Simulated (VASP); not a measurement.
Input of a VASP 6.6.1 run:

File INCAR:

```
PREC = Accurate
ENCUT = 1340
EDIFF = 1E-6
ISMEAR = 0
SIGMA = 0.02
LREAL = False
LASPH = True
NELM = 120
ALGO = Normal
ISIF = 2
LWAVE = False
LCHARG = False
GGA = PE
IVDW = 12
NBANDS = 33
GGA_COMPAT = False
```

Contents of KPOINTS:

```
regular mesh
0
Gamma
  12 12 4
```

POSCAR

```
TiO2
1.0
    2.8711976731      0.0000000000      0.0000000000
   -1.4355988365      2.4865301242      0.0000000000
    0.0000000000      0.0000000000      9.4779747849
Ti O
2 4
Direct
    0.6666666667      0.3333333333      0.7500000000
    0.3333333333      0.6666666667      0.2500000000
    0.3333333333      0.6666666667      0.8684434973
    0.3333333333      0.6666666667      0.6315565027
    0.6666666667      0.3333333333      0.1315565027
    0.6666666667      0.3333333333      0.3684434973
```

Potentials or basis: VASP PAW PBE potentials, release 64 (Ti_sv, O_h).

Launch:

```sh
$ cat potpaw_PBE.64/Ti_sv/POTCAR potpaw_PBE.64/O_h/POTCAR > POTCAR
$ mpirun -np 1 vasp_std > vasp.out
```

Predict the largest force.

0.070 eV/Å.

Estimate the band gap on the k mesh.

0.54 eV (least direct gap 1.23 eV).

What does it give for the dispersion energy per atom?

-0.223 eV.

Forces on the atoms (eV/Å):
```
Ti   0.000  0.000  0.000
Ti   0.000  0.000  0.000
O    0.000  0.000  0.070
O    0.000  0.000 -0.070
O    0.000  0.000 -0.070
O    0.000  0.000  0.070
```

A k mesh can miss the band edges.
